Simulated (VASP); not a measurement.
# Al3BSb2 (I-4m2) in VASP: notebook

Runs on Al3BSb2. Level: PBE. Tasks: relaxation of cell and atoms, single point.

Program: VASP 6.6.1. These are calculated values, not measurements. Logs are shortened: lines on timing, memory, paths and dates and some standing lists are left out, and cuts for length are marked.

### Step 1. The cell of the first run

Symmetry: I-4m2, No. 119, tetragonal system. Conventional cell: a = 3.720 Å, b = 3.720 Å, c = 15.780 Å, α = 90.00°, β = 90.00°, γ = 90.00°. Within 3.0 Å of Al (site symmetry 2mm) lie 2 B at 2.28 Å and 2 Sb at 2.28 Å. Al (site symmetry -4m2) has 4 Sb at 2.28 Å within 3.0 Å. B (site symmetry -4m2) has 4 Al at 2.28 Å within 3.0 Å. Sb (site symmetry 2mm) has 4 Al at 2.28 Å within 3.0 Å.

### Step 2. Relaxation of cell and atoms, PBE

File INCAR:

```
SYSTEM = Al3BSb2
PREC     = Accurate       ! precision mode
ENCUT    = 600            ! plane-wave cutoff, eV
EDIFF    = 1E-6           ! SCF threshold, eV
ISMEAR   = 0              ! smearing method
SIGMA    = 0.2            ! smearing width, eV
LREAL    = .FALSE.        ! projectors in reciprocal space
LASPH    = .TRUE.         ! aspherical terms in the spheres
NELM     = 60             ! most SCF steps
ALGO     = Normal         ! electronic algorithm
ISIF     = 3              ! what is computed and relaxed
LWAVE    = .FALSE.        ! write WAVECAR
LCHARG   = .FALSE.        ! write CHGCAR
GGA      = PE             ! functional
IBRION   = 2              ! ionic algorithm
NSW      = 36             ! ionic steps
EDIFFG   = -0.08          ! ionic threshold
```

File KPOINTS:

```
regular mesh
0
G
  6 6 6
  0 0 0
```

File POSCAR:

```
Al3BSb2
1.0
   -1.8600000000      1.8600000000      7.8900000000
    1.8600000000     -1.8600000000      7.8900000000
    1.8600000000      1.8600000000     -7.8900000000
Al B Sb
3 1 2
Direct
    0.9167000000      0.4167000000      0.5000000000
    0.5833000000      0.0833000000      0.5000000000
    0.2500000000      0.7500000000      0.5000000000
    0.0000000000      0.0000000000      0.0000000000
    0.6667000000      0.6667000000      0.0000000000
    0.3333000000      0.3333000000      0.0000000000
```

Potentials or basis: VASP PAW PBE potentials, release 64 (Al, B, Sb).

Launch:

```sh
> cat potpaw_PBE.64/Al/POTCAR potpaw_PBE.64/B/POTCAR potpaw_PBE.64/Sb/POTCAR > POTCAR
> mpirun -np 1 vasp_std > vasp.out
```

OUTCAR:

```text
SYSTEM = Al3BSb2
   PREC = Accurate
   ENCUT = 600
   EDIFF = 1E-6
   ISMEAR = 0
   LREAL = .FALSE.
   LASPH = .TRUE.
   NELM = 60
   ISIF = 3
   GGA = PE
   IBRION = 2
   NSW = 36
   EDIFFG = -0.08

 ion  position               nearest neighbor table
   1  0.917  0.417  0.500-   4 2.28   4 2.28   6 2.28   6 2.28
   2  0.583  0.083  0.500-   4 2.28   4 2.28   5 2.28   5 2.28
   3  0.250  0.750  0.500-   6 2.28   5 2.28   6 2.28   5 2.28
   4  0.000  0.000  0.000-   2 2.28   1 2.28   2 2.28   1 2.28
   5  0.667  0.667  0.000-   3 2.28   3 2.28   2 2.28   2 2.28   6 3.72   6 3.72   6 3.72   6 3.72

   6  0.333  0.333  0.000-   3 2.28   3 2.28   1 2.28   1 2.28   5 3.72   5 3.72   5 3.72   5 3.72

  LATTYP: Found a body centered tetragonal cell.
 ALAT       =     3.7200000000
 C/A-ratio  =     4.2419354839

  Lattice vectors:

 A1 = (  -1.8600000000,   1.8600000000,   7.8900000000)
 A2 = (   1.8600000000,  -1.8600000000,   7.8900000000)
 A3 = (   1.8600000000,   1.8600000000,  -7.8900000000)

Analysis of symmetry for initial positions (statically):
=====================================================================
 Subroutine PRICEL returns:
 Original cell was already a primitive cell.

 Routine SETGRP: Setting up the symmetry group for a
 body centered tetragonal supercell.

 Subroutine GETGRP returns: Found  8 space group operations
 (whereof  8 operations were pure point group operations)
 out of a pool of 16 trial point group operations.

The static configuration has the point symmetry D_2d.

Analysis of symmetry for dynamics (positions and initial velocities):
=====================================================================
 Subroutine PRICEL returns:
 Original cell was already a primitive cell.

 Routine SETGRP: Setting up the symmetry group for a
 body centered tetragonal supercell.

 Subroutine GETGRP returns: Found  8 space group operations
 (whereof  8 operations were pure point group operations)
 out of a pool of 16 trial point group operations.

The dynamic configuration has the point symmetry D_2d.

 Subroutine INISYM returns: Found  8 space group operations
 (whereof  8 operations are pure point group operations),
 and found     1 'primitive' translations

----------------------------------------------------------------------------------------

                                     Primitive cell

  volume of cell :     109.1850

  direct lattice vectors                    reciprocal lattice vectors
    -1.860000000  1.860000000  7.890000000     0.000000000  0.268817204  0.063371356
     1.860000000 -1.860000000  7.890000000     0.268817204  0.000000000  0.063371356
     1.860000000  1.860000000 -7.890000000     0.268817204  0.268817204  0.000000000

  length of vectors
     8.316928520  8.316928520  8.316928520     0.276185840  0.276185840  0.380164936

[... 82 lines left out ...]
   ISPIN  =      1    spin polarized calculation?
   LNONCOLLINEAR =      F non collinear calculations
   LSORBIT =      F    spin-orbit coupling
   LASPH  =      T    aspherical Exc in radial PAW
   ENCUT  =  600.0 eV  44.10 Ry    6.64 a.u.  16.61 16.61 16.61*2*pi/ulx,y,z
   NELM   =     60;   NELMIN=  2; NELMDL= -5     # of ELM steps
   EDIFF  = 0.1E-05   stopping-criterion for ELM
   LREAL  =      F    real-space projection
   EDIFFG = -.8E-01   stopping-criterion for IOM
   NSW    =     36    number of steps for IOM
   IBRION =      2    ionic relax: 0-MD 1-quasi-New 2-CG
   NFREE  =      1    steps in history (QN), initial steepest desc. (CG)
   ISIF   =      3    stress and relaxation
   ISYM   =      2    0-nonsym 1-usesym 2-fastsym
   POTIM  = 0.5000    time-step for ionic-motion
   TEBEG  =    0.0;   TEEND  =   0.0 temperature during run
   PSTRESS=    0.0 pullay stress
   NELECT =      22.0000    total number of electrons
   NUPDOWN=      -1.0000    fix difference up-down
   EMIN   =  10.00;   EMAX   =-10.00  energy-range for DOS
   EFERMI =   0.00;   METHOD = LEGACY
   ISMEAR =     0;   SIGMA  =   0.20  broadening in eV -4-tet -1-fermi 0-gaus
   EFERMI_NEDOS =   21; number of points for ismear=-14 and -15
   IALGO  =     38    algorithm
   IMIX   =      4    mixing-type and parameters
     AMIX     =   0.40;   BMIX     =  1.00
     AMIX_MAG =   1.60;   BMIX_MAG =  1.00
  volume/ion in A,a.u.               =      18.20       122.80
  Fermi-wavevector in a.u.,A,eV,Ry     =   0.959757  1.813678 12.532790  0.921134
  Thomas-Fermi vector in A             =   2.088982
   LORBIT       =      0    0 simple, 1 ext, 2 COOP (PROOUT), +10 PAW based schemes
   GGA     = PE    functional components
   LHFCALC =     F    Hartree Fock is set to
   AEXX    =    0.0000 exact exchange contribution
   IVDW    =     0    specifies the selected vdW correction
   LEPSILON=     F    determine dielectric tensor
   LRPA    =     F    only Hartree local field effects (RPA)
 conjugate gradient relaxation of ions
 non-spin polarized calculation
 Gauss-broadening in eV      SIGMA  =   0.20
  energy-cutoff  :      600.00
  volume of cell :      109.18
 maximum number of plane-waves:      3683
 NGX is ok and might be reduce to    70
   NGX = 33   NGY = 33   NGZ = 33

--------------------------------------- Ionic step        1  -------------------------------------------

 number of electron      22.0000000 magnetization

 Free energy of the ion-electron system (eV)
  ---------------------------------------------------
  ext. energy  EPLUGINS =         0.00000000
  ---------------------------------------------------
  free energy    TOTEN  =       -17.77705489 eV

  energy without entropy =      -17.72122381  energy(sigma->0) =      -17.74913935

 E-fermi :   7.4614     XC(G=0): -10.0560

 val. band max:        7.3913223013   @ k =   0.5000   0.5000   0.5000
 cond. band min:       7.4826821305   @ k =  -0.1667   0.1667   0.0000
 fundamental gap:      0.0913598293
 Fermi energy:         7.4613564327
[... 977 lines left out ...]
      4      -0.6281      2.00000
      5       0.8799      2.00000
      6       1.6940      2.00000
      7       2.4071      2.00000
      8       2.5574      2.00000
      9       3.4009      1.99828
     10       3.4190      1.99736
     11       4.4803      0.00001
     12       4.5268      0.00000
     13       6.0743      0.00000
     14       6.8161      0.00000
     15       7.0463      0.00000

 [... further k-points ...]

[... ionic steps 4 to 10 ...]

--------------------------------------- Ionic step       11  -------------------------------------------

 number of electron      22.0000000 magnetization

------------------------ aborting loop because EDIFF is reached ----------------------------------------
[... 75 lines left out ...]
--------------------------------------- Ionic step       13  -------------------------------------------

 number of electron      22.0000000 magnetization

 Free energy of the ion-electron system (eV)
  ---------------------------------------------------
  ext. energy  EPLUGINS =         0.00000000
  ---------------------------------------------------
  free energy    TOTEN  =       -24.88141425 eV

  energy without entropy =      -24.82599418  energy(sigma->0) =      -24.85370422

 E-fermi :   4.9097     XC(G=0):  -9.0362

 val. band max:        4.8945018038   @ k =   0.1667   0.1667   0.1667
 cond. band min:       4.9256591489   @ k =  -0.3333   0.3333   0.1667
 fundamental gap:      0.0311573451
 Fermi energy:         4.9097038498
[... 465 lines left out ...]
  FREE ENERGIE OF THE ION-ELECTRON SYSTEM (eV)
  ---------------------------------------------------
  free  energy   TOTEN  =       -24.8814142542 eV

  energy  without entropy=      -24.8259941792  energy(sigma->0) =      -24.85370422

 reached required accuracy - stopping structural energy minimisation
```

OSZICAR:

```text
N       E                     dE             d eps       ncg     rms          rms(c)
DAV:   1     0.964749318957E+02    0.96475E+02   -0.90099E+03   900   0.136E+03
DAV:   2    -0.131179365168E+02   -0.10959E+03   -0.10715E+03  1110   0.181E+02
DAV:   3    -0.186893333929E+02   -0.55714E+01   -0.54799E+01  1173   0.465E+01
[... 126 lines left out ...]
DAV:   2    -0.248817314170E+02    0.94139E-04   -0.12377E-02  1180   0.651E-01    0.107E-01
DAV:   3    -0.248814570983E+02    0.27432E-03   -0.99013E-04  1174   0.165E-01    0.534E-02
DAV:   4    -0.248814208343E+02    0.36264E-04   -0.98388E-05  1166   0.588E-02    0.209E-02
DAV:   5    -0.248814140096E+02    0.68248E-05   -0.14895E-05  1221   0.216E-02    0.119E-02
DAV:   6    -0.248814142542E+02   -0.24458E-06   -0.26490E-06   943   0.100E-02
  13 F= -.24881414E+02 E0= -.24853704E+02  d E =-.702192E-02
```

Wall time 36 min (1 thread of Intel Xeon Platinum 8488C (Sapphire Rapids), shared host); peak memory 0.82 GiB.

Results:

| Item | Value |
| --- | --- |
| Free energy | -24.8814 eV |
| Relaxed volume | 23.69 Å³/atom |
| Relaxed cell | a = 9.114 Å, b = 9.114 Å, c = 9.114 Å, α = 154.30°, β = 154.30°, γ = 36.66° |
| Space group after relaxing (to 0.1 Å) | I-4m2 (No. 119) |
| Energy gained by relaxing | 1184.1 meV/atom |
| Ionic steps | 13 |
| Pressure after relaxing | 0.1 GPa |
| Largest force after relaxing | 0.061 eV/Å |
| Band gap on the k mesh | zero (bands 11 and 12 overlap by 1.55 eV) |

Forces in eV/Å, atoms in the order of the input:
```
Al   0.000  0.000  0.017
Al   0.000  0.000 -0.017
Al   0.000  0.000  0.000
B    0.000  0.000  0.000
Sb   0.000  0.000  0.061
Sb   0.000  0.000 -0.061
```

Stress tensor (GPa, compression positive):
```
 0.12  0.00  0.00
 0.00  0.12  0.00
 0.00  0.00 -0.05
```

Step by step:
```
step  energy change (eV)  largest force (eV/Å)  pressure (GPa)  volume (Å³)
   1              0.0000                6.2867           43.73       109.18
   2             -4.0685                0.4151           -8.68       207.99
   3             -5.8287                1.3455           -1.90       158.85
   4             -5.8310                1.3907           -1.54       157.73
   5             -5.8305                1.4356           -1.18       156.64
   6             -6.0950                1.4045           -0.91       153.59
   7             -6.7340                1.2798            0.54       144.66
   8             -6.6574                0.8722            7.35       127.85
   9             -6.9899                0.7273            2.91       137.02
  10             -7.0612                0.2026           -1.97       147.06
  11             -7.0973                0.2202           -0.36       143.21
  12             -7.0973                0.2210           -0.31       143.08
  13             -7.1044                0.0615            0.06       142.16
```

Final structure:
```cif
data_structure
_symmetry_space_group_name_H-M 'P 1'
_symmetry_Int_Tables_number 1
_cell_length_a 9.1143
_cell_length_b 9.1143
_cell_length_c 9.1143
_cell_angle_alpha 154.303
_cell_angle_beta 154.303
_cell_angle_gamma 36.659
_cell_volume 142.16
loop_
_atom_site_label
_atom_site_type_symbol
_atom_site_fract_x
_atom_site_fract_y
_atom_site_fract_z
_atom_site_occupancy
Al1 Al 0.95844 0.45844 0.50000 1
Al2 Al 0.54156 0.04156 0.50000 1
Al3 Al 0.25000 0.75000 0.50000 1
B1 B 0.00000 0.00000 0.00000 1
Sb1 Sb 0.65149 0.65149 0.00000 1
Sb2 Sb 0.34851 0.34851 0.00000 1
```

Caveat: the volume moved by over 15 % at a fixed basis, so the end points are rough; spin-orbit coupling is left out, which moves the levels of the heavy elements; the relaxation stopped at a loose force limit of 0.08 eV/Å, so its end isn't a converged minimum.

### Step 3. Single point, PBE

This run uses another cell than the first one, of 23.57 Å³/atom.

File INCAR:

```
PREC = Accurate ; ENCUT = 520
EDIFF = 1E-6 ; ISMEAR = 0
SIGMA = 0.1 ; LREAL = False
LASPH = True ; NELM = 60
ALGO = Normal ; ISIF = 2
LWAVE = False ; LCHARG = False
GGA = PE ; NBANDS = 20
```

File KPOINTS:

```
regular mesh
0
Gamma
  10 10 10
```

File POSCAR:

```
Al3BSb2
1.0
   -2.0738034551      2.0738034551      8.2210637504
    2.0738034551     -2.0738034551      8.2210637504
    2.0738034551      2.0738034551     -8.2210637504
Al B Sb
3 1 2
Direct
    0.9604634596      0.4604634596      0.5000000000
    0.5395365404      0.0395365404      0.5000000000
    0.2500000000      0.7500000000      0.5000000000
    0.0000000000      0.0000000000      0.0000000000
    0.6498052820      0.6498052820      0.0000000000
    0.3501947180      0.3501947180      0.0000000000
```

Potentials or basis: VASP PAW PBE potentials, release 64 (Al, B, Sb).

Launch:

```sh
> cat potpaw_PBE.64/Al/POTCAR potpaw_PBE.64/B/POTCAR potpaw_PBE.64/Sb/POTCAR > POTCAR
> mpirun -np 1 vasp_std > vasp.out
```

Run time: 17 min. Hardware: 1 thread of Intel Xeon Platinum 8488C (Sapphire Rapids), shared host; peak memory 0.84 GiB.

The run converged. Its results:

```yaml
Free_energy: -24.8515 eV
Pressure: 0.1 GPa
Largest_force: 0.018 eV/Å
Band_gap_on_the_k_mesh: zero (bands 11 and 12 overlap by 1.48 eV)
```

Forces on the atoms (eV/Å):
```
Al   0.000  0.000  0.018
Al   0.000  0.000 -0.018
Al   0.000  0.000  0.000
B    0.000  0.000  0.000
Sb   0.000  0.000 -0.008
Sb   0.000  0.000  0.008
```

Levels at points of the mesh, in eV from the Fermi level:
| k point | band 7 | band 8 | band 9 | band 10 | band 11 | band 12 | band 13 | band 14 | band 15 | band 16 |
| --- | --- | --- | --- | --- | --- | --- | --- | --- | --- | --- |
| (0.00, 0.00, 0.00) | -2.33 | -1.15 | -1.15 | 0.71 | 0.71 | 1.13 | 1.15 | 1.16 | 2.84 | 2.96 |
| (0.50, 0.00, 0.00) | -2.03 | -1.40 | -1.25 | -0.49 | -0.10 | 0.49 | 1.91 | 2.84 | 3.27 | 3.55 |
| (0.50, 0.50, 0.00) | -3.35 | -2.90 | -2.36 | -2.08 | -1.47 | -0.69 | 1.27 | 2.01 | 3.49 | 3.71 |
| (0.50, 0.50, 0.50) | -1.59 | -0.55 | -0.55 | -0.18 | 0.00 | 0.00 | 1.13 | 1.59 | 2.65 | 3.21 |

Caveat: spin-orbit coupling is left out, which moves the levels of the heavy elements.
